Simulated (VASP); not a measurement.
Wanted: the native input for a VASP 6.6.1 run.

| Property | Result |
| --- | --- |
| Task | single point |
| Functional | PBE |
| Potentials or basis | VASP PAW PBE potentials, release 64 (Na_pv) |
| Cutoff | 520 eV |
| k mesh | 14 × 14 × 14 |
| Occupations | gaussian, width 0.1 eV |
| Spin | no spin polarisation |
| Dipole correction | no |
| Further INCAR settings | ALGO = Normal; EDIFF = 1e-07; NBANDS = 10 |

The structure of Na lies in POSCAR:

```
Na
1.0
   -2.1156552543      2.1156552543      2.1156552543
    2.1156552543     -2.1156552543      2.1156552543
    2.1156552543      2.1156552543     -2.1156552543
Na
1
Direct
    0.0000000000      0.0000000000      0.0000000000
```

This cell differs from its parent crystal: volume scaled by 1.03.

These files were run (other wordings do the same):

INCAR

```
ALGO = Normal ; EDIFF = 1E-7
ENCUT = 520 ; GGA = PE
ISIF = 2 ; ISMEAR = 0
LASPH = T ; LCHARG = F
LREAL = F ; LWAVE = F
NBANDS = 10 ; NELM = 100
PREC = Accurate ; SIGMA = 0.1
```

KPOINTS

```
k-points
0
Gamma
  14 14 14
```

Potentials or basis: VASP PAW PBE potentials, release 64 (Na_pv).

Command:

```sh
$ cat potpaw_PBE.64/Na_pv/POTCAR > POTCAR
$ mpirun -np 1 vasp_std > vasp.out
```

It gave:

| Property | Result |
| --- | --- |
| Pressure | -0.2 GPa |

Wall time 30 s on 1 thread of AMD EPYC 7R13 Processor (Zen 3), with other jobs on the host, peak memory 0.13 GiB.
